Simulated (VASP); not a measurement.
Input of a VASP 6.6.1 run:

INCAR

```
SYSTEM = NbAs
PREC     = Accurate       ! precision mode
ENCUT    = 500            ! plane-wave cutoff, eV
EDIFF    = 1E-6           ! SCF threshold, eV
ISMEAR   = 0              ! smearing method
SIGMA    = 0.1            ! smearing width, eV
LREAL    = .FALSE.        ! projectors in reciprocal space
LASPH    = .TRUE.         ! aspherical terms in the spheres
NELM     = 200            ! most SCF steps
ALGO     = Normal         ! electronic algorithm
ISIF     = 2              ! what is computed and relaxed
LWAVE    = .FALSE.        ! write WAVECAR
LCHARG   = .FALSE.        ! write CHGCAR
ISPIN    = 2              ! spin polarisation
MAGMOM   = 1 -1 0 0       ! initial moments
LORBIT   = 11             ! projections on sites
LMAXMIX  = 4              ! l up to which the mixer works
GGA      = PE             ! functional
NBANDS   = 30             ! bands
GGA_COMPAT= .FALSE.
```

File KPOINTS:

```
Automatic mesh
0
G
  12 12 6
  0 0 0
```

Contents of POSCAR:

```
NbAs
1.0
    0.0000000000      2.9067815048      2.9067815048
    2.9067815048      0.0000000000      2.9067815048
    5.8135630096      5.8135630096      0.0000000000
Nb As
2 2
Direct
    1.0000000000      0.0000000000      0.0000000000
    1.0000000000      0.0000000000      0.5000000000
    0.2500000000      0.2500000000      0.1250000000
    0.2500000000      0.2500000000      0.6250000000
```

Potentials or basis: VASP PAW PBE potentials, release 64 (Nb_sv, As).

Command:

```console
$ cat potpaw_PBE.64/Nb_sv/POTCAR potpaw_PBE.64/As/POTCAR > POTCAR
$ mpirun -np 1 vasp_std > vasp.out
```

(1) What does it give for the pressure?

(2) Estimate the site moments.

(3) Estimate the net moment.

Results:

(1) 0.6 GPa.

(2) Nb +0.46, -0.46; As -0.01, +0.01 μB.

(3) 0.00 μB per cell.
